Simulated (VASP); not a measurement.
Input of a VASP 6.6.1 run:

INCAR

```
PREC = Accurate
ENCUT = 600
EDIFF = 1E-6
ISMEAR = 0
SIGMA = 0.1
LREAL = F
LASPH = T
NELM = 80
ALGO = Normal
ISIF = 4
LWAVE = F
LCHARG = F
GGA = PS
IBRION = 2
NSW = 50
EDIFFG = -0.01
```

The input KPOINTS:

```
regular mesh
0
Gamma
  18 18 8
```

The input POSCAR:

```
TiO
1.0
    2.7902946155      0.0000000000      0.0000000000
   -1.3951473078      2.4164660211      0.0000000000
    0.0000000000      0.0000000000      5.4011572887
Ti O
2 2
Direct
    0.3333333333      0.6666666667      0.2500000000
    0.6666666667      0.3333333333      0.7500000000
    0.0000000000      0.0000000000      0.0000000000
    0.0000000000      0.0000000000      0.5000000000
```

Potentials or basis: VASP PAW PBE potentials, release 64 (Ti_sv, O).

Run with:

```sh
$ cat potpaw_PBE.64/Ti_sv/POTCAR potpaw_PBE.64/O/POTCAR > POTCAR
$ mpirun -np 1 vasp_std > vasp.out
```

(1) Estimate the band gap on the k mesh.

## Answers

(1) zero (bands 18 and 19 overlap by 0.33 eV).

Caveat: semilocal functionals often make such compounds metallic where correlation or magnetic order opens a gap, which also shifts bond lengths.
